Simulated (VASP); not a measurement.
# Te (P6_3/mmc) in VASP: a series of runs, part 2 of 2

VASP 6.6.1. Earlier steps stand in the parts before.

## (3) Single point, revPBE (31.87 Å³/atom)

This run uses another cell than the first one, of 31.87 Å³/atom.

INCAR

```
PREC = Accurate ; ENCUT = 520
EDIFF = 1E-6 ; ISMEAR = -1
SIGMA = 0.1 ; LREAL = False
LASPH = True ; NELM = 100
ALGO = Normal ; ISIF = 2
LWAVE = False ; LCHARG = False
GGA = RE ; NBANDS = 20
```

KPOINTS

```
Automatic mesh
0
Gamma
  10 10 5
```

POSCAR

```
Te
1.0
    4.2369918646      0.0000000000      0.0000000000
   -2.1184959323      3.6693425904      0.0000000000
    0.0000000000      0.0000000000      8.1984772711
Te
4
Direct
    0.0000000000      1.0000000000      0.0000000000
    0.0000000000      1.0000000000      0.5000000000
    0.3333333333      0.6666666667      0.2500000000
    0.6666666667      0.3333333333      0.7500000000
```

Potentials or basis: VASP PAW PBE potentials, release 64 (Te).

Launch:

```
$ cat potpaw_PBE.64/Te/POTCAR > POTCAR
$ mpirun -np 1 vasp_std > vasp.out
```

OUTCAR:

```text
PREC = Accurate
   ENCUT = 520
   EDIFF = 1E-6
   ISMEAR = -1
   LREAL = False
   LASPH = True
   NELM = 100
   ISIF = 2
   GGA = RE

 ion  position               nearest neighbor table
   1  0.000  0.000  0.000-   3 3.19   4 3.19   4 3.19   3 3.19   4 3.19   3 3.19
   2  0.000  0.000  0.500-   3 3.19   4 3.19   4 3.19   3 3.19   4 3.19   3 3.19
   3  0.333  0.667  0.250-   1 3.19   2 3.19   1 3.19   2 3.19   1 3.19   2 3.19
   4  0.667  0.333  0.750-   1 3.19   2 3.19   1 3.19   2 3.19   1 3.19   2 3.19

  LATTYP: Found a hexagonal cell.
 ALAT       =     4.2369918646
 C/A-ratio  =     1.9349759294

  Lattice vectors:

 A1 = (   4.2369918646,   0.0000000000,   0.0000000000)
 A2 = (  -2.1184959323,   3.6693425904,   0.0000000000)
 A3 = (   0.0000000000,   0.0000000000,   8.1984772711)

Analysis of symmetry for initial positions (statically):
=====================================================================
 Subroutine PRICEL returns:
 Original cell was already a primitive cell.

 Routine SETGRP: Setting up the symmetry group for a
 hexagonal supercell.

 Subroutine GETGRP returns: Found 24 space group operations
 (whereof 12 operations were pure point group operations)
 out of a pool of 24 trial point group operations.

The static configuration has the point symmetry D_3d.
 The point group associated with its full space group is D_6h.

Analysis of symmetry for dynamics (positions and initial velocities):
=====================================================================
 Subroutine PRICEL returns:
 Original cell was already a primitive cell.

 Routine SETGRP: Setting up the symmetry group for a
 hexagonal supercell.

 Subroutine GETGRP returns: Found 24 space group operations
 (whereof 12 operations were pure point group operations)
 out of a pool of 24 trial point group operations.

The dynamic configuration has the point symmetry D_3d.
 The point group associated with its full space group is D_6h.

[... 119 lines left out ...]
   IALGO  =     38    algorithm
   IMIX   =      4    mixing-type and parameters
     AMIX     =   0.40;   BMIX     =  1.00
     AMIX_MAG =   1.60;   BMIX_MAG =  1.00
  volume/ion in A,a.u.               =      31.87       215.04
  Fermi-wavevector in a.u.,A,eV,Ry     =   0.938323  1.773173 11.979242  0.880449
  Thomas-Fermi vector in A             =   2.065523
   LORBIT       =      0    0 simple, 1 ext, 2 COOP (PROOUT), +10 PAW based schemes
   GGA     = RE    functional components
   LHFCALC =     F    Hartree Fock is set to
   AEXX    =    0.0000 exact exchange contribution
   IVDW    =     0    specifies the selected vdW correction
   LEPSILON=     F    determine dielectric tensor
   LRPA    =     F    only Hartree local field effects (RPA)
 non-spin polarized calculation
  energy-cutoff  :      520.00
  volume of cell :      127.46
 maximum number of plane-waves:      3468
 NGX is ok and might be reduce to    32
   NGX = 15   NGY = 15   NGZ = 31

 number of electron      24.0000002 magnetization

 Free energy of the ion-electron system (eV)
  ---------------------------------------------------
  ext. energy  EPLUGINS =         0.00000000
  ---------------------------------------------------
  free energy    TOTEN  =       -10.73737041 eV

  energy without entropy =      -10.64917890  energy(sigma->0) =      -10.69327465

 E-fermi :   6.8341     XC(G=0):  -9.3476

 val. band max:        6.8244762761   @ k =   0.3000   0.3000   0.2000
 cond. band min:       6.8567971224   @ k =   0.3000   0.1000   0.4000
 fundamental gap:      0.0323208462
 Fermi energy:         6.8340663105

 k-point     1 :       0.0000    0.0000    0.0000
  band No.  band energies     occupation
      1      -6.9332      2.00000
      2      -5.0861      2.00000
      3      -4.9784      2.00000
      4      -1.6078      2.00000
      5       2.8659      2.00000
      6       4.2885      2.00000
[... 541 lines left out ...]
     19      14.1148      0.00000
     20      14.6017      0.00000

 [... further k-points ...]

------------------------ aborting loop because EDIFF is reached ----------------------------------------

  FORCE on cell =-STRESS in cart. coord.  units (eV):
  Direction    XX          YY          ZZ          XY          YZ          ZX
  --------------------------------------------------------------------------------------
  -------------------------------------------------------------------------------------
  Total        1.2619438      1.2619438      2.1919165     -0.0000000     -0.0000000     -0.0000000
  in kB       15.8624952     15.8624952     27.5521504     -0.0000000     -0.0000000     -0.0000000
  external PRESSURE =      19.7590469 kB  Pullay stress =       0.0000000 kB

 VOLUME and BASIS-vectors are now :
 -----------------------------------------------------------------------------
  energy-cutoff  :      520.00
  volume of cell :      127.46
      direct lattice vectors                 reciprocal lattice vectors
     4.236991865  0.000000000  0.000000000     0.236016502  0.136264191  0.000000000
    -2.118495932  3.669342590  0.000000000     0.000000000  0.272528382  0.000000000
     0.000000000  0.000000000  8.198477271     0.000000000  0.000000000  0.121973870

 POSITION                                       TOTAL-FORCE (eV/Angst)
 -----------------------------------------------------------------------------------
      0.00000      0.00000      0.00000        -0.000000      0.000000     -0.000000
      0.00000      0.00000      4.09924        -0.000000      0.000000     -0.000000
     -0.00000      2.44623      2.04962        -0.000000      0.000000      0.000000
      2.11850      1.22311      6.14886         0.000000     -0.000000     -0.000000
 -----------------------------------------------------------------------------------
    total drift:                                0.000000     -0.000000      0.000000

  FREE ENERGIE OF THE ION-ELECTRON SYSTEM (eV)
  ---------------------------------------------------
  free  energy   TOTEN  =       -10.7373704076 eV

  energy  without entropy=      -10.6491788979  energy(sigma->0) =      -10.69327465
```

stdout:

```text
POSCAR found type information on POSCAR Te
 POSCAR found :  1 types and       4 ions
 scaLAPACK will be used
 -----------------------------------------------------------------------------
|                                                                             |
|                                                                             |
|     You enforced a specific xc type in the INCAR file but a different       |
|     I HOPE YOU KNOW WHAT YOU ARE DOING!                                     |
|                                                                             |
 -----------------------------------------------------------------------------

 LDA part: xc-table for (Slater+PW92), standard interpolation
 POSCAR, INCAR and KPOINTS ok, starting setup
 FFT: planning ... GRIDC
 FFT: planning ... GRID_SOFT
 FFT: planning ... GRID
 WAVECAR not read
 entering main loop
```

Wall time 40 s (1 thread of Oxide Virtual Turin-like, shared host); peak memory 0.24 GiB.

What came out:

| Property | Result |
| --- | --- |
| Free energy | -10.7374 eV |
| Pressure | 2.0 GPa |
| Band gap on the k mesh | zero (bands 12 and 13 overlap by 1.99 eV) |

Stress tensor (GPa, compression positive):
```
1.59 0.00 0.00
0.00 1.59 0.00
0.00 0.00 2.76
```

Caveat: the PAW data sets were made with another functional, which shifts forces and pressure a little; spin-orbit coupling is left out, which moves the levels of the heavy elements.

## (4) Single point, revPBE (33.19 Å³/atom)

This run uses another cell than the first one, of 33.19 Å³/atom.

INCAR

```
SYSTEM = Te
PREC = Accurate ; ENCUT = 520
EDIFF = 1E-7 ; ISMEAR = -1
SIGMA = 0.1 ; LREAL = .False.
LASPH = .True. ; NELM = 100
ALGO = Normal ; ISIF = 2
LWAVE = .False. ; LCHARG = .True.
GGA = RE ; LELF = .True.
LVHAR = .True. ; NBANDS = 20
```

KPOINTS

```
Automatic mesh
0
Gamma
  10 10 5
  0 0 0
```

POSCAR

```
Te
1.0
    4.2950400623      0.0000000000      0.0000000000
   -2.1475200311      3.7196138043      0.0000000000
    0.0000000000      0.0000000000      8.3107991365
Te
4
Direct
    0.0000000000      1.0000000000      0.0000000000
    0.0000000000      1.0000000000      0.5000000000
    0.3333333333      0.6666666667      0.2500000000
    0.6666666667      0.3333333333      0.7500000000
```

Launch:

```
$ cat potpaw_PBE.64/Te/POTCAR > POTCAR
$ mpirun -np 1 vasp_std > vasp.out
```

Run time: 48 s. Hardware: 1 thread of Oxide Virtual Turin-like, shared host; peak memory 0.24 GiB.

It converged, with:

* Free energy: -10.7683 eV
* Pressure: 0.0 GPa
* Band gap on the k mesh: zero (bands 12 and 13 overlap by 1.86 eV)

Stress tensor (GPa, compression positive):
```
-0.16  0.00  0.00
 0.00 -0.16  0.00
 0.00  0.00  0.21
```

Levels at points of the mesh, in eV from the Fermi level:
| k point | band 9 | band 10 | band 11 | band 12 | band 13 | band 14 | band 15 | band 16 |
| --- | --- | --- | --- | --- | --- | --- | --- | --- |
| (0.00, 0.00, 0.00) | -1.28 | -1.28 | -0.90 | -0.90 | -0.87 | 0.74 | 0.74 | 2.21 |
| (0.50, 0.00, 0.00) | -1.95 | -1.84 | -1.70 | -1.64 | -1.46 | 1.80 | 2.08 | 2.75 |

Caveat: the PAW data sets were made with another functional, which shifts forces and pressure a little; spin-orbit coupling is left out, which moves the levels of the heavy elements.

## (5) Overview

```csv
cell,gap on the mesh (eV),pressure (GPa)
"a = 4.177, b = 4.177, c = 8.083 Å, angles 90.0, 90.0, 120.0°, 4 atoms",none,4.5
"a = 4.237, b = 4.237, c = 8.198 Å, angles 90.0, 90.0, 120.0°, 4 atoms",none,2.0
"a = 4.295, b = 4.295, c = 8.311 Å, angles 90.0, 90.0, 120.0°, 4 atoms",none,0.0
```

Alike in all rows: task single point; level revPBE; potentials or basis VASP PAW PBE potentials, release 64 (Te); no spin polarisation; k mesh 10 × 10 × 5; cutoff (eV) 520; smearing fermi-dirac 0.1 eV.

Caveats: the PAW data sets were made with another functional, which shifts forces and pressure a little; spin-orbit coupling is left out, which moves the levels of the heavy elements; the cell stands under pressure (at least some runs).

Total energies depend on the potentials used, so only differences within one code and one set of settings carry meaning.

The gap in the log of VASP goes by the Fermi energy; the results here count the filled bands.